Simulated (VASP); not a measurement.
# Ti (P6_3/mmc) in VASP: single point with PBEsol

Aim: the single point of Ti with PBEsol.

All numbers are computed with VASP 6.6.1; they aren't measurements. Logs are shortened: lines on timing, memory, paths and dates and some standing lists are left out, and cuts for length are marked.

## (1) The cell of the first run

The structure is hexagonal, space group P6_3/mmc (No. 194). Conventional cell: a = 2.900 Å, b = 2.900 Å, c = 4.590 Å, α = 90.00°, β = 90.00°, γ = 120.00°. Ti (site symmetry -6m2) has 12 Ti at 2.84 to 2.90 Å within 3.7 Å.

## (2) Single point, PBEsol

Input file INCAR:

```
PREC = Accurate ; ENCUT = 520
EDIFF = 1E-7 ; ISMEAR = 0
SIGMA = 0.1 ; LREAL = F
LASPH = T ; NELM = 60
ALGO = Fast ; ISIF = 2
LWAVE = F ; LCHARG = F
GGA = PS ; NBANDS = 19
```

Input file KPOINTS:

```
Automatic mesh
0
Gamma
  18 18 10
```

Input file POSCAR:

```
Ti
1.0
    2.9002683792      0.0000000000      0.0000000000
   -1.4501341896      2.5117060942      0.0000000000
    0.0000000000      0.0000000000      4.5903350168
Ti
2
Direct
    0.3333333333      0.6666666667      0.2500000000
    0.6666666667      0.3333333333      0.7500000000
```

Potentials or basis: VASP PAW PBE potentials, release 64 (Ti_sv).

Command:

```
> cat potpaw_PBE.64/Ti_sv/POTCAR > POTCAR
> mpirun -np 1 vasp_std > vasp.out
```

OUTCAR:

```text
PREC = Accurate
   ENCUT = 520
   EDIFF = 1E-7
   ISMEAR = 0
   LREAL = F
   LASPH = T
   NELM = 60
   ISIF = 2
   GGA = PS

 ion  position               nearest neighbor table
   1  0.333  0.667  0.250-   2 2.84   2 2.84   2 2.84   2 2.84   2 2.84   2 2.84
   2  0.667  0.333  0.750-   1 2.84   1 2.84   1 2.84   1 2.84   1 2.84   1 2.84

  LATTYP: Found a hexagonal cell.
 ALAT       =     2.9002683792
 C/A-ratio  =     1.5827276709

  Lattice vectors:

 A1 = (   2.9002683792,   0.0000000000,   0.0000000000)
 A2 = (  -1.4501341896,   2.5117060942,   0.0000000000)
 A3 = (   0.0000000000,   0.0000000000,   4.5903350168)

Analysis of symmetry for initial positions (statically):
=====================================================================
 Subroutine PRICEL returns:
 Original cell was already a primitive cell.

 Routine SETGRP: Setting up the symmetry group for a
 hexagonal supercell.

 Subroutine GETGRP returns: Found 24 space group operations
 (whereof 12 operations were pure point group operations)
 out of a pool of 24 trial point group operations.

The static configuration has the point symmetry D_3d.
 The point group associated with its full space group is D_6h.

Analysis of symmetry for dynamics (positions and initial velocities):
=====================================================================
 Subroutine PRICEL returns:
 Original cell was already a primitive cell.

 Routine SETGRP: Setting up the symmetry group for a
 hexagonal supercell.

 Subroutine GETGRP returns: Found 24 space group operations
 (whereof 12 operations were pure point group operations)
 out of a pool of 24 trial point group operations.

The dynamic configuration has the point symmetry D_3d.
 The point group associated with its full space group is D_6h.

 Subroutine INISYM returns: Found 24 space group operations
 (whereof 12 operations are pure point group operations),
 and found     1 'primitive' translations

----------------------------------------------------------------------------------------

                                     Primitive cell

  volume of cell :      33.4389

  direct lattice vectors                    reciprocal lattice vectors
     2.900268379  0.000000000  0.000000000     0.344795677  0.199067877  0.000000000
    -1.450134190  2.511706094  0.000000000     0.000000000  0.398135754  0.000000000
     0.000000000  0.000000000  4.590335017     0.000000000  0.000000000  0.217849023
[... 76 lines left out ...]
   ISTART =      0    job   : 0-new  1-cont  2-samecut
   ICHARG =      2    charge: 1-file 2-atom 10-const
   ISPIN  =      1    spin polarized calculation?
   LNONCOLLINEAR =      F non collinear calculations
   LSORBIT =      F    spin-orbit coupling
   LASPH  =      T    aspherical Exc in radial PAW
   ENCUT  =  520.0 eV  38.22 Ry    6.18 a.u.   5.39  5.39  8.53*2*pi/ulx,y,z
   NELM   =     60;   NELMIN=  2; NELMDL= -5     # of ELM steps
   EDIFF  = 0.1E-06   stopping-criterion for ELM
   LREAL  =      F    real-space projection
   EDIFFG = 0.1E-05   stopping-criterion for IOM
   NSW    =      0    number of steps for IOM
   IBRION =     -1    ionic relax: 0-MD 1-quasi-New 2-CG
   NFREE  =      0    steps in history (QN), initial steepest desc. (CG)
   ISIF   =      2    stress and relaxation
   ISYM   =      2    0-nonsym 1-usesym 2-fastsym
   POTIM  = 0.5000    time-step for ionic-motion
   TEBEG  =    0.0;   TEEND  =   0.0 temperature during run
   PSTRESS=    0.0 pullay stress
   NELECT =      24.0000    total number of electrons
   NUPDOWN=      -1.0000    fix difference up-down
   EMIN   =  10.00;   EMAX   =-10.00  energy-range for DOS
   EFERMI =   0.00;   METHOD = LEGACY
   ISMEAR =     0;   SIGMA  =   0.10  broadening in eV -4-tet -1-fermi 0-gaus
   EFERMI_NEDOS =   21; number of points for ismear=-14 and -15
   IALGO  =     68    algorithm
   IMIX   =      4    mixing-type and parameters
     AMIX     =   0.40;   BMIX     =  1.00
     AMIX_MAG =   1.60;   BMIX_MAG =  1.00
  volume/ion in A,a.u.               =      16.72       112.83
  Fermi-wavevector in a.u.,A,eV,Ry     =   1.465755  2.769876 29.231278  2.148438
  Thomas-Fermi vector in A             =   2.581574
   LORBIT       =      0    0 simple, 1 ext, 2 COOP (PROOUT), +10 PAW based schemes
   GGA     = PS    functional components
   LHFCALC =     F    Hartree Fock is set to
   AEXX    =    0.0000 exact exchange contribution
   IVDW    =     0    specifies the selected vdW correction
   LEPSILON=     F    determine dielectric tensor
   LRPA    =     F    only Hartree local field effects (RPA)
 non-spin polarized calculation
 RMM-DIIS sequential band-by-band and
 Gauss-broadening in eV      SIGMA  =   0.10
  energy-cutoff  :      520.00
  volume of cell :       33.44
 maximum number of plane-waves:       929
 NGX is ok and might be reduce to    24
   NGX = 11   NGY = 11   NGZ = 17

 number of electron      23.9999999 magnetization

 Free energy of the ion-electron system (eV)
  ---------------------------------------------------
  ext. energy  EPLUGINS =         0.00000000
  ---------------------------------------------------
  free energy    TOTEN  =       -16.68405337 eV

  energy without entropy =      -16.67486857  energy(sigma->0) =      -16.67946097

 E-fermi :   8.6237     XC(G=0): -11.8187

 val. band max:        8.6113548790   @ k =   0.0000   0.0000   0.4000
 cond. band min:       8.6296711226   @ k =   0.2778   0.2778   0.4000
 fundamental gap:      0.0183162436
 Fermi energy:         8.6236890974

 k-point     1 :       0.0000    0.0000    0.0000
  band No.  band energies     occupation
      1     -47.9512      2.00000
      2     -47.7880      2.00000
      3     -24.6906      2.00000
      4     -23.9574      2.00000
      5     -23.9574      2.00000
      6     -23.8772      2.00000
[... 505 lines left out ...]
      6     -24.1476      2.00000
[... 11 lines left out ...]
     18      12.2790      0.00000
     19      13.0680      0.00000

 [... further k-points ...]
[... 5 lines left out ...]
  --------------------------------------------------------------------------------------
  -------------------------------------------------------------------------------------
  Total       -0.0580312     -0.0580312     -0.0602116      0.0000000      0.0000000      0.0000000
  in kB       -2.7804855     -2.7804855     -2.8849560      0.0000000      0.0000000      0.0000000
  external PRESSURE =      -2.8153090 kB  Pullay stress =       0.0000000 kB

 VOLUME and BASIS-vectors are now :
 -----------------------------------------------------------------------------
  energy-cutoff  :      520.00
  volume of cell :       33.44
      direct lattice vectors                 reciprocal lattice vectors
     2.900268379  0.000000000  0.000000000     0.344795677  0.199067877  0.000000000
    -1.450134190  2.511706094  0.000000000     0.000000000  0.398135754  0.000000000
     0.000000000  0.000000000  4.590335017     0.000000000  0.000000000  0.217849023

 POSITION                                       TOTAL-FORCE (eV/Angst)
 -----------------------------------------------------------------------------------
     -0.00000      1.67447      1.14758        -0.000000      0.000000      0.000000
      1.45013      0.83724      3.44275         0.000000     -0.000000      0.000000
 -----------------------------------------------------------------------------------
    total drift:                               -0.000000      0.000000     -0.000000

  FREE ENERGIE OF THE ION-ELECTRON SYSTEM (eV)
  ---------------------------------------------------
  free  energy   TOTEN  =       -16.6840533671 eV

  energy  without entropy=      -16.6748685725  energy(sigma->0) =      -16.67946097
```

stdout:

```text
POSCAR found type information on POSCAR Ti
 POSCAR found :  1 types and       2 ions
 scaLAPACK will be used
[... 60 lines left out ...]
 num prob RMM:  45    -0.166840530338E+02   -0.13324E-06   -0.17598E-06  7849   0.469E-03    0.103E-03
 num prob  num prob  num prob  num prob  num prob  num prob  num prob  num prob  num prob  num prob  num prob  num prob  num prob  num prob  num prob RMM:  46    -0.166840531330E+02   -0.99285E-07   -0.13768E-06  7526   0.434E-03    0.116E-03
 num prob WARNING in EDDRMM: call to ZHEGV failed, returncode =   8  4      4
 num prob  num prob  num prob  num prob  num prob  num prob WARNING in EDDRMM: call to ZHEGV failed, returncode =   6  3      7
 num prob  num prob  num prob  num prob RMM:  47    -0.166840532255E+02
```

Wall time 6.1 min (1 thread of Intel Xeon Platinum 8259CL at 2.50GHz (Skylake/Cascade Lake), shared host); peak memory 0.24 GiB.

Results:

```yaml
Free_energy: -16.6841 eV
Pressure: -0.3 GPa
Band_gap_on_the_k_mesh: zero (band 12 reaches 9.41 eV, above the bottom of band 13 at 8.29 eV)
```

Caveat: the PAW data sets were made with another functional, which shifts forces and pressure a little.
